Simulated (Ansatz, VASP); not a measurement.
# Al6H in VASP and in Ansatz

```xyz
14
Lattice="5.7135 0.0000 0.0000 0.0000 5.7135 0.0000 0.0000 0.0000 22.1747" Properties=species:S:1:pos:R:3 pbc="T T T"
Al    1.4284    1.4284    4.0000
Al    1.4284    4.2851    4.0000
Al    4.2851    1.4284    4.0000
Al    4.2851    4.2851    4.0000
Al    0.0000    0.0000    6.0848
Al    0.0000    2.8568    6.0848
Al    2.8568    0.0000    6.0848
Al    2.8568    2.8568    6.0848
Al    1.4284    1.4284    8.1747
Al    1.4284    4.2851    8.1747
Al    4.2851    1.4284    8.1747
Al    4.2851    4.2851    8.1747
H     1.4284    5.1230   10.7747
H     1.4284    6.3040   10.7747
```

Alike in both runs: task single point; functional PBE; k mesh 5 × 5 × 1; occupations gaussian, width 0.1 eV; no spin polarisation.

|  | VASP | Ansatz |
| --- | --- | --- |
| version | VASP 6.6.1 | Ansatz 0.2.0 |
| potentials or method | VASP PAW PBE potentials, release 64 (Al, H), cutoff 520 eV | scalar-relativistic, plane waves, PAW |
| valence electrons in the cell | 38 | 38 |

```tsv
	VASP	Ansatz	Ansatz less VASP
gap on the k mesh at the Fermi level (eV)	none	none	-
rms of the force components (eV/Å)	0.903	0.903	-0.0004
```

Atom by atom the forces differ by 0.001 eV/Å (rms over components). A gap of «none» marks a metal or a gap that the smearing closes.
